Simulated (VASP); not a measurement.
# Bi (Im-3m) in VASP: further runs

Runs on Bi. Level: PBEsol. Tasks: single point.

All numbers are computed with VASP 6.6.1; they aren't measurements. Logs are shortened: lines on timing, memory, paths and dates and some standing lists are left out, and cuts for length are marked.

### Step 1. The cell of the first run

Symmetry: Im-3m, No. 229, cubic system. Conventional cell: a = 3.854 Å, b = 3.854 Å, c = 3.854 Å, α = 90.00°, β = 90.00°, γ = 90.00°. Within 4.4 Å of Bi (site symmetry m-3m) lie 14 Bi at 3.34 to 3.85 Å.

### Step 2. Single point, PBEsol

The input, INCAR:

```
SYSTEM = Bi
PREC     = Accurate       ! precision mode
ENCUT    = 520            ! plane-wave cutoff, eV
EDIFF    = 1E-6           ! SCF threshold, eV
ISMEAR   = 0              ! smearing method
SIGMA    = 0.1            ! smearing width, eV
LREAL    = .False.        ! projectors in reciprocal space
LASPH    = .True.         ! aspherical terms in the spheres
NELM     = 100            ! most SCF steps
ALGO     = Normal         ! electronic algorithm
ISIF     = 2              ! what is computed and relaxed
LWAVE    = .False.        ! write WAVECAR
LCHARG   = .False.        ! write CHGCAR
GGA      = PS             ! functional
NBANDS   = 14             ! bands
```

The input, KPOINTS:

```
Automatic mesh
0
Gamma
  10 10 10
  0 0 0
```

The input, POSCAR:

```
Bi
1.0
   -1.9271176505      1.9271176505      1.9271176505
    1.9271176505     -1.9271176505      1.9271176505
    1.9271176505      1.9271176505     -1.9271176505
Bi
1
Direct
    0.0000000000      0.0000000000      0.0000000000
```

Potentials or basis: VASP PAW PBE potentials, release 64 (Bi_d).

On the command line:

```
$ cat potpaw_PBE.64/Bi_d/POTCAR > POTCAR
$ mpirun -np 1 vasp_std > vasp.out
```

OUTCAR:

```text
SYSTEM = Bi
   PREC = Accurate
   ENCUT = 520
   EDIFF = 1E-6
   ISMEAR = 0
   LREAL = .False.
   LASPH = .True.
   NELM = 100
   ISIF = 2
   GGA = PS

 ion  position               nearest neighbor table
   1  0.000  0.000  0.000-

  LATTYP: Found a body centered cubic cell.
 ALAT       =     3.8542353010

  Lattice vectors:

 A1 = (  -1.9271176505,   1.9271176505,   1.9271176505)
 A2 = (   1.9271176505,  -1.9271176505,   1.9271176505)
 A3 = (   1.9271176505,   1.9271176505,  -1.9271176505)

Analysis of symmetry for initial positions (statically):
=====================================================================
 Subroutine PRICEL returns:
 Original cell was already a primitive cell.

 Routine SETGRP: Setting up the symmetry group for a
 body centered cubic supercell.

 Subroutine GETGRP returns: Found 48 space group operations
 (whereof 48 operations were pure point group operations)
 out of a pool of 48 trial point group operations.

The static configuration has the point symmetry O_h .

Analysis of symmetry for dynamics (positions and initial velocities):
=====================================================================
 Subroutine PRICEL returns:
 Original cell was already a primitive cell.

 Routine SETGRP: Setting up the symmetry group for a
 body centered cubic supercell.

 Subroutine GETGRP returns: Found 48 space group operations
 (whereof 48 operations were pure point group operations)
 out of a pool of 48 trial point group operations.

The dynamic configuration has the point symmetry O_h .

 Subroutine INISYM returns: Found 48 space group operations
 (whereof 48 operations are pure point group operations),
 and found     1 'primitive' translations

----------------------------------------------------------------------------------------

                                     Primitive cell

  volume of cell :      28.6276

  direct lattice vectors                    reciprocal lattice vectors
    -1.927117651  1.927117651  1.927117651     0.000000000  0.259454839  0.259454839
     1.927117651 -1.927117651  1.927117651     0.259454839  0.000000000  0.259454839
     1.927117651  1.927117651 -1.927117651     0.259454839  0.259454839  0.000000000

  length of vectors
     3.337865683  3.337865683  3.337865683     0.366924552  0.366924552  0.366924552

  position of ions in fractional coordinates (direct lattice)
     0.000000000  0.000000000  0.000000000

  ion indices of the primitive-cell ions
   primitive index   ion index
                 1           1

----------------------------------------------------------------------------------------

 KPOINTS: Automatic mesh

Automatic generation of k-mesh.
 Grid dimensions read from file:
 generate k-points for:   10   10   10

 Generating k-lattice:

  Cartesian coordinates                     Fractional coordinates (reciprocal lattice)
     0.000000000  0.025945484  0.025945484     0.100000000  0.000000000  0.000000000
     0.025945484  0.000000000  0.025945484     0.000000000  0.100000000  0.000000000
     0.025945484  0.025945484  0.000000000     0.000000000  0.000000000  0.100000000

  Length of vectors
     0.036692455  0.036692455  0.036692455

  Shift w.r.t. Gamma in fractional coordinates (k-lattice)
     0.000000000  0.000000000  0.000000000

 Subroutine IBZKPT returns following result:
 ===========================================

 Found     47 irreducible k-points:

 Following reciprocal coordinates:
            Coordinates               Weight
  0.000000  0.000000  0.000000      1.000000
  0.100000  0.000000  0.000000     12.000000
  0.200000  0.000000  0.000000     12.000000
  0.300000  0.000000  0.000000     12.000000
  0.400000  0.000000  0.000000     12.000000
  0.500000  0.000000  0.000000      6.000000
[... 16 lines left out ...]
  0.300000  0.300000  0.100000      8.000000
 -0.300000  0.300000  0.100000     24.000000
 [... further k-points ...]
   k-points           NKPTS =     47   k-points in BZ     NKDIM =     47   number of bands    NBANDS=     14
   number of dos      NEDOS =    301   number of ions     NIONS =      1
   total plane-waves  NPLWV =  21952
   dimension x,y,z NGX =    28 NGY =   28 NGZ =   28
   dimension x,y,z NGXF=    56 NGYF=   56 NGZF=   56
   ions per type =               1
   NGX,Y,Z   is equivalent  to a cutoff of  13.95, 13.95, 13.95 a.u.
   NGXF,Y,Z  is equivalent  to a cutoff of  27.89, 27.89, 27.89 a.u.
 SYSTEM =  Bi
   PREC   = accura    normal or accurate (medium, high low for compatibility)
   ISTART =      0    job   : 0-new  1-cont  2-samecut
   ICHARG =      2    charge: 1-file 2-atom 10-const
   ISPIN  =      1    spin polarized calculation?
   LNONCOLLINEAR =      F non collinear calculations
   LSORBIT =      F    spin-orbit coupling
   LASPH  =      T    aspherical Exc in radial PAW
   ENCUT  =  520.0 eV  38.22 Ry    6.18 a.u.   6.21  6.21  6.21*2*pi/ulx,y,z
   NELM   =    100;   NELMIN=  2; NELMDL= -5     # of ELM steps
   EDIFF  = 0.1E-05   stopping-criterion for ELM
   LREAL  =      F    real-space projection
   EDIFFG = 0.1E-04   stopping-criterion for IOM
   NSW    =      0    number of steps for IOM
   IBRION =     -1    ionic relax: 0-MD 1-quasi-New 2-CG
   NFREE  =      0    steps in history (QN), initial steepest desc. (CG)
   ISIF   =      2    stress and relaxation
   ISYM   =      2    0-nonsym 1-usesym 2-fastsym
   POTIM  = 0.5000    time-step for ionic-motion
   TEBEG  =    0.0;   TEEND  =   0.0 temperature during run
   PSTRESS=    0.0 pullay stress
   NELECT =      15.0000    total number of electrons
   NUPDOWN=      -1.0000    fix difference up-down
   EMIN   =  10.00;   EMAX   =-10.00  energy-range for DOS
   EFERMI =   0.00;   METHOD = LEGACY
   ISMEAR =     0;   SIGMA  =   0.10  broadening in eV -4-tet -1-fermi 0-gaus
   EFERMI_NEDOS =   21; number of points for ismear=-14 and -15
   IALGO  =     38    algorithm
   IMIX   =      4    mixing-type and parameters
     AMIX     =   0.40;   BMIX     =  1.00
     AMIX_MAG =   1.60;   BMIX_MAG =  1.00
  volume/ion in A,a.u.               =      28.63       193.19
  Fermi-wavevector in a.u.,A,eV,Ry     =   1.319807  2.494073 23.699852  1.741890
  Thomas-Fermi vector in A             =   2.449678
   LORBIT       =      0    0 simple, 1 ext, 2 COOP (PROOUT), +10 PAW based schemes
   GGA     = PS    functional components
   LHFCALC =     F    Hartree Fock is set to
   AEXX    =    0.0000 exact exchange contribution
   IVDW    =     0    specifies the selected vdW correction
   LEPSILON=     F    determine dielectric tensor
   LRPA    =     F    only Hartree local field effects (RPA)
 non-spin polarized calculation
 Gauss-broadening in eV      SIGMA  =   0.10
  energy-cutoff  :      520.00
  volume of cell :       28.63
 maximum number of plane-waves:       784
 NGX is ok and might be reduce to    28
   NGX = 13   NGY = 13   NGZ = 13

 number of electron      15.0000004 magnetization

 Free energy of the ion-electron system (eV)
  ---------------------------------------------------
  ext. energy  EPLUGINS =         0.00000000
  ---------------------------------------------------
  free energy    TOTEN  =        -4.21268753 eV

  energy without entropy =       -4.20820274  energy(sigma->0) =       -4.21044513

 E-fermi :   8.8406     XC(G=0): -10.8416

 val. band max:        8.8351142706   @ k =   0.5000   0.5000   0.2000
 cond. band min:       8.8690954170   @ k =   0.3000   0.1000   0.1000
 fundamental gap:      0.0339811464
 Fermi energy:         8.8405519465

 k-point     1 :       0.0000    0.0000    0.0000
  band No.  band energies     occupation
      1     -14.1871      2.00000
      2     -14.1871      2.00000
      3     -14.1871      2.00000
      4     -14.0166      2.00000
      5     -14.0166      2.00000
      6      -5.3146      2.00000
      7      14.5772      0.00000
      8      14.5772      0.00000
      9      14.5772      0.00000
     10      19.0669      0.00000
     11      19.3142      0.00000
     12      19.3142      0.00000
     13      19.3142      0.00000
     14      21.0783      0.00000

 k-point     2 :       0.1000    0.0000    0.0000
  band No.  band energies     occupation
      1     -14.1924      2.00000
      2     -14.1789      2.00000
      3     -14.1611      2.00000
      4     -14.0226      2.00000
      5     -14.0175      2.00000
      6      -5.1128      2.00000
      7      12.7131      0.00000
      8      13.9594      0.00000
      9      14.3641      0.00000
     10      18.0068      0.00000
     11      18.6500      0.00000
     12      19.1204      0.00000
     13      20.2893      0.00000
     14      21.9162      0.00000

 k-point     3 :       0.2000    0.0000    0.0000
  band No.  band energies     occupation
      1     -14.2060      2.00000
      2     -14.1615      2.00000
      3     -14.0925      2.00000
      4     -14.0351      2.00000
      5     -14.0198      2.00000
      6      -4.5147      2.00000
      7       9.6382      0.00000
      8      12.7360      0.00000
      9      13.8002      0.00000
     10      16.6693      0.00000
     11      17.7810      0.00000
     12      19.2696      0.00000
     13      21.2203      0.00000
     14      23.7665      0.00000
[... 324 lines left out ...]
 k-point    23 :       0.3000    0.3000    0.1000
  band No.  band energies     occupation
      1     -14.1850      2.00000
      2     -14.0641      2.00000
      3     -14.0641      2.00000
      4     -14.0168      2.00000
      5     -14.0168      2.00000
      6      -1.2053      2.00000
      7       5.3914      2.00000
      8       5.3914      2.00000
      9       9.1193      0.00008
     10      20.8966      0.00000
     11      22.1274      0.00000
     12      22.1274      0.00000
     13      25.2933      0.00000
     14      25.8374      0.00000

 k-point    24 :      -0.3000    0.3000    0.1000
  band No.  band energies     occupation
      1     -14.1954      2.00000
      2     -14.1389      2.00000
      3     -14.0561      2.00000
      4     -14.0280      2.00000
      5     -14.0095      2.00000
      6      -3.3709      2.00000
      7       6.8377      2.00000
      8      10.9792      0.00000
      9      12.0841      0.00000
     10      16.5320      0.00000
     11      18.0306      0.00000
     12      18.1709      0.00000
     13      23.5906      0.00000
     14      24.5749      0.00000

 [... further k-points ...]
[... 5 lines left out ...]
  --------------------------------------------------------------------------------------
  -------------------------------------------------------------------------------------
  Total        0.6209009      0.6209009      0.6209009      0.0000000     -0.0000000      0.0000000
  in kB       34.7494697     34.7494697     34.7494697      0.0000000     -0.0000000      0.0000000
  external PRESSURE =      34.7494697 kB  Pullay stress =       0.0000000 kB

 VOLUME and BASIS-vectors are now :
 -----------------------------------------------------------------------------
  energy-cutoff  :      520.00
  volume of cell :       28.63
      direct lattice vectors                 reciprocal lattice vectors
    -1.927117651  1.927117651  1.927117651     0.000000000  0.259454839  0.259454839
     1.927117651 -1.927117651  1.927117651     0.259454839  0.000000000  0.259454839
     1.927117651  1.927117651 -1.927117651     0.259454839  0.259454839  0.000000000

 POSITION                                       TOTAL-FORCE (eV/Angst)
 -----------------------------------------------------------------------------------
      0.00000      0.00000      0.00000        -0.000000      0.000000     -0.000000
 -----------------------------------------------------------------------------------
    total drift:                               -0.000000     -0.000000     -0.000000

  FREE ENERGIE OF THE ION-ELECTRON SYSTEM (eV)
  ---------------------------------------------------
  free  energy   TOTEN  =        -4.2126875283 eV

  energy  without entropy=       -4.2082027383  energy(sigma->0) =       -4.21044513
```

Wall time 11 s (1 thread of AMD EPYC 7R13, shared host); peak memory 0.16 GiB.

Results:

```
Free energy : -4.2127 eV
Pressure    : 3.5 GPa
```

Levels at points of the mesh, in eV from the Fermi level:
```csv
k point,band 4,band 5,band 6,band 7,band 8,band 9,band 10,band 11
"(0.00, 0.00, 0.00)",-22.86,-22.86,-14.16,5.74,5.74,5.74,10.23,10.47
"(0.50, 0.00, 0.00)",-22.87,-22.75,-10.61,-5.60,1.73,3.67,6.26,7.78
"(0.50, 0.50, 0.50)",-22.77,-22.77,-8.10,-2.01,-2.01,-2.01,3.43,3.43
```

Caveat: the PAW data sets were made with another functional, which shifts forces and pressure a little; spin-orbit coupling is left out, which moves the levels of the heavy elements.

### Step 3. Single point, PBEsol

This run uses another cell than the first one, of 29.46 Å³/atom, 1.029 times its volume.

The input, INCAR:

```
ALGO = Normal ; EDIFF = 1E-6
ENCUT = 520 ; GGA = PS
ISIF = 2 ; ISMEAR = 0
LASPH = True ; LCHARG = False
LREAL = False ; LWAVE = False
NBANDS = 14 ; NELM = 80
PREC = Accurate ; SIGMA = 0.1
```

The input, KPOINTS:

```
k-points
0
Gamma
  10 10 10
```

The input, POSCAR:

```
Bi
1.0
   -1.9455600883      1.9455600883      1.9455600883
    1.9455600883     -1.9455600883      1.9455600883
    1.9455600883      1.9455600883     -1.9455600883
Bi
1
Direct
    0.0000000000      0.0000000000      0.0000000000
```

Potentials or basis: VASP PAW PBE potentials, release 64 (Bi_d).

On the command line:

```
$ cat potpaw_PBE.64/Bi_d/POTCAR > POTCAR
$ mpirun -np 1 vasp_std > vasp.out
```

Run time: 11 s. Hardware: 1 thread of AMD EPYC 7R13, shared host; peak memory 0.16 GiB.

The run converged. Its results:

| Property | Result |
| --- | --- |
| Free energy | -4.2255 eV |
| Pressure | 1.4 GPa |

Levels at points of the mesh, in eV from the Fermi level:
```tsv
k point	band 4	band 5	band 6	band 7	band 8	band 9	band 10	band 11
(0.00, 0.00, 0.00)	-22.84	-22.84	-13.94	5.52	5.52	5.52	9.82	10.48
(0.50, 0.00, 0.00)	-22.85	-22.74	-10.56	-5.42	1.67	3.59	6.15	7.70
(0.50, 0.50, 0.50)	-22.77	-22.77	-8.20	-1.94	-1.94	-1.94	3.45	3.45
```

Caveat: the PAW data sets were made with another functional, which shifts forces and pressure a little; spin-orbit coupling is left out, which moves the levels of the heavy elements.

### Step 4. Single point, PBEsol

This run uses another cell than the first one, of 30.29 Å³/atom, 1.058 times its volume.

The input, INCAR:

```
PREC = Accurate ; ENCUT = 520
EDIFF = 1E-6 ; ISMEAR = 0
SIGMA = 0.1 ; LREAL = F
LASPH = T ; NELM = 60
ALGO = Normal ; ISIF = 2
LWAVE = F ; LCHARG = F
GGA = PS ; NBANDS = 14
```

The input, KPOINTS:

```
Automatic mesh
0
Gamma
  10 10 10
```

The input, POSCAR:

```
Bi
1.0
   -1.9636593611      1.9636593611      1.9636593611
    1.9636593611     -1.9636593611      1.9636593611
    1.9636593611      1.9636593611     -1.9636593611
Bi
1
Direct
    0.0000000000      0.0000000000      0.0000000000
```

Potentials or basis: VASP PAW PBE potentials, release 64 (Bi_d).

On the command line:

```
$ cat potpaw_PBE.64/Bi_d/POTCAR > POTCAR
$ mpirun -np 1 vasp_std > vasp.out
```

OUTCAR:

```text
PREC = Accurate
   ENCUT = 520
   EDIFF = 1E-6
   ISMEAR = 0
   LREAL = F
   LASPH = T
   NELM = 60
   ISIF = 2
   GGA = PS

 ion  position               nearest neighbor table
   1  0.000  0.000  0.000-

  LATTYP: Found a body centered cubic cell.
 ALAT       =     3.9273187222

  Lattice vectors:

 A1 = (  -1.9636593611,   1.9636593611,   1.9636593611)
 A2 = (   1.9636593611,  -1.9636593611,   1.9636593611)
 A3 = (   1.9636593611,   1.9636593611,  -1.9636593611)

Analysis of symmetry for initial positions (statically):
=====================================================================
 Subroutine PRICEL returns:
 Original cell was already a primitive cell.

 Routine SETGRP: Setting up the symmetry group for a
 body centered cubic supercell.

 Subroutine GETGRP returns: Found 48 space group operations
 (whereof 48 operations were pure point group operations)
 out of a pool of 48 trial point group operations.

The static configuration has the point symmetry O_h .

Analysis of symmetry for dynamics (positions and initial velocities):
=====================================================================
[... 162 lines left out ...]
 Fermi energy:         8.0993893771

 k-point     1 :       0.0000    0.0000    0.0000
  band No.  band energies     occupation
      1     -14.8759      2.00000
      2     -14.8759      2.00000
      3     -14.8759      2.00000
      4     -14.7342      2.00000
      5     -14.7342      2.00000
      6      -5.6328      2.00000
      7      13.4050      0.00000
      8      13.4050      0.00000
      9      13.4050      0.00000
     10      17.5451      0.00000
     11      18.5707      0.00000
     12      18.5707      0.00000
     13      18.5707      0.00000
     14      19.9568      0.00000
[... 377 lines left out ...]
      1     -14.8820      2.00000
      2     -14.8335      2.00000
      3     -14.7666      2.00000
      4     -14.7440      2.00000
      5     -14.7275      2.00000
      6      -3.8353      2.00000
      7       6.1319      2.00000
      8      10.1019      0.00000
      9      11.1614      0.00000
     10      15.5924      0.00000
     11      17.0956      0.00000
     12      17.2558      0.00000
     13      22.4834      0.00000
     14      23.4456      0.00000

 [... further k-points ...]
[... 5 lines left out ...]
  --------------------------------------------------------------------------------------
  -------------------------------------------------------------------------------------
  Total       -0.0783116     -0.0783116     -0.0783116     -0.0000000     -0.0000000      0.0000000
  in kB       -4.1426510     -4.1426510     -4.1426510     -0.0000000     -0.0000000      0.0000000
  external PRESSURE =      -4.1426510 kB  Pullay stress =       0.0000000 kB

 VOLUME and BASIS-vectors are now :
 -----------------------------------------------------------------------------
  energy-cutoff  :      520.00
  volume of cell :       30.29
      direct lattice vectors                 reciprocal lattice vectors
    -1.963659361  1.963659361  1.963659361     0.000000000  0.254626648  0.254626648
     1.963659361 -1.963659361  1.963659361     0.254626648  0.000000000  0.254626648
     1.963659361  1.963659361 -1.963659361     0.254626648  0.254626648  0.000000000

 POSITION                                       TOTAL-FORCE (eV/Angst)
 -----------------------------------------------------------------------------------
      0.00000      0.00000      0.00000         0.000000      0.000000     -0.000000
 -----------------------------------------------------------------------------------
    total drift:                               -0.000000     -0.000000     -0.000000

  FREE ENERGIE OF THE ION-ELECTRON SYSTEM (eV)
  ---------------------------------------------------
  free  energy   TOTEN  =        -4.2283451601 eV

  energy  without entropy=       -4.2246324624  energy(sigma->0) =       -4.22648881
```

Run time: 13 s. Hardware: 1 thread of AMD EPYC 7R13, shared host; peak memory 0.16 GiB.

Results:

| Item | Value |
| --- | --- |
| Free energy | -4.2283 eV |
| Pressure | -0.4 GPa |

Caveat: the PAW data sets were made with another functional, which shifts forces and pressure a little; spin-orbit coupling is left out, which moves the levels of the heavy elements.

### Step 5. Summary

```tsv
cell	gap on the mesh (eV)	pressure (GPa)
a = 3.338 Å, angles 109.5°, 1 atom	none	3.5
a = 3.370 Å, angles 109.5°, 1 atom	none	1.4
a = 3.401 Å, angles 109.5°, 1 atom	none	-0.4
```

Alike in all rows: task single point; level PBEsol; potentials or basis VASP PAW PBE potentials, release 64 (Bi_d); no spin polarisation; k mesh 10 × 10 × 10; cutoff (eV) 520; smearing gaussian 0.1 eV.

Caveats: the PAW data sets were made with another functional, which shifts forces and pressure a little; spin-orbit coupling is left out, which moves the levels of the heavy elements.

Absolute energies hang on the potentials; compare differences alone.
